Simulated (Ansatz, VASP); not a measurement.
# V: VASP beside Ansatz

The input INCAR:

```
SYSTEM = V
PREC = Accurate
ENCUT = 520
EDIFF = 1E-6
ISMEAR = 0
SIGMA = 0.15
LREAL = .FALSE.
LASPH = .TRUE.
NELM = 100
ALGO = Fast
ISIF = 2
LWAVE = .FALSE.
LCHARG = .TRUE.
GGA = PE
LELF = .TRUE.
LVHAR = .TRUE.
NBANDS = 12
```

Contents of KPOINTS:

```
regular mesh
0
G
  24 24 24
  0 0 0
```

Contents of POSCAR:

```
V
1.0
    0.0000000000      1.9209621303      1.8441236451
    1.9209621303      0.0000000000      1.8441236451
    1.9209621303      1.9209621303      0.0000000000
V
1
Direct
    0.0000000000      0.0000000000      0.0000000000
```

Input for Ansatz:

```yaml
crystal:
  lattice:
    - [0.0, 1.9209621303, 1.8441236451]
    - [1.9209621303, 0.0, 1.8441236451]
    - [1.9209621303, 1.9209621303, 0.0]
  atoms:
    - { symbol: V, position: [0.0, 0.0, 0.0] }
basis:
  ecutwfc: 420
kpoints:
  mp_grid: { grid: [24, 24, 24] }
hamiltonian:
  xc: pbe
scf:
  occupations: { method: gaussian, width: 0.15 }
output:
  forces: true
  stress: true
  eigenvalues: true
```

Alike in both runs: task single point; functional PBE; k mesh 24 × 24 × 24; occupations gaussian, width 0.15 eV; no spin polarisation.

|  | VASP | Ansatz |
| --- | --- | --- |
| version | VASP 6.6.1 | Ansatz 0.2.0 |
| potentials or method | VASP PAW PBE potentials, release 64 (V_sv), cutoff 520 eV | scalar-relativistic, plane waves, PAW |
| valence electrons in the cell | 13 | 13 |

Ansatz gave:

* gap on the k mesh at the Fermi level (eV): none
* pressure (GPa): 3.5
* traceless stress, the component that is largest in VASP (GPa): -7.31

**Question.** What did VASP give for the same quantities?

**Answer.** gap on the k mesh at the Fermi level (eV): none; pressure (GPa): 3.8; traceless stress, the component that is largest in VASP (GPa): -7.31.

A gap of «none» marks a metal or a gap that the smearing closes. The functional is the same, so the differences come from potentials, cutoffs and numerics.
